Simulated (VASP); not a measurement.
Wanted: the native input for a VASP 6.6.1 run.

* Task: single point
* Functional: LDA
* Potentials or basis: VASP PAW LDA potentials, release 64 (Al, P)
* Cutoff: 500 eV
* k mesh: 12 × 12 × 12
* Occupations: fermi-dirac, width 0.05 eV
* Spin: no spin polarisation
* Dipole correction: no
* Further INCAR settings: ALGO = Normal; EDIFF = 1e-06; NBANDS = 11

The structure of AlP (zincblende type) lies in POSCAR:

```
AlP
1.0
    0.0000000000      2.2258215404      2.2258215404
    2.2258215404      0.0000000000      2.2258215404
    2.2258215404      2.2258215404      0.0000000000
Al P
1 1
Direct
    0.0000000000      0.0000000000      0.0000000000
    0.2500000000      0.2500000000      0.2500000000
```

This cell differs from its parent crystal: volume scaled by 0.55.

These files were run (other wordings do the same):

INCAR

```
SYSTEM = AlP
PREC = Accurate ; ENCUT = 500
EDIFF = 1E-6 ; ISMEAR = -1
SIGMA = 0.05 ; LREAL = .FALSE.
LASPH = .TRUE. ; NELM = 120
ALGO = Normal ; ISIF = 2
LWAVE = .FALSE. ; LCHARG = .TRUE.
LELF = .TRUE. ; LVHAR = .TRUE.
NBANDS = 11 ; GGA_COMPAT = .FALSE.
```

KPOINTS

```
Automatic mesh
0
G
  12 12 12
  0 0 0
```

Potentials or basis: VASP PAW LDA potentials, release 64 (Al, P).

The run is started by

```bash
$ cat potpaw_LDA.64/Al/POTCAR potpaw_LDA.64/P/POTCAR > POTCAR
$ mpirun -np 1 vasp_std > vasp.out
```

Results of the run:

| Item | Value |
| --- | --- |
| Pressure | 172.2 GPa |
| Band gap on the k mesh | zero (band 4 reaches 12.00 eV, above the bottom of band 5 at 11.51 eV) |

It took 20 s on 1 thread of Intel Xeon 8259CL (shared host), peak memory 0.13 GiB.
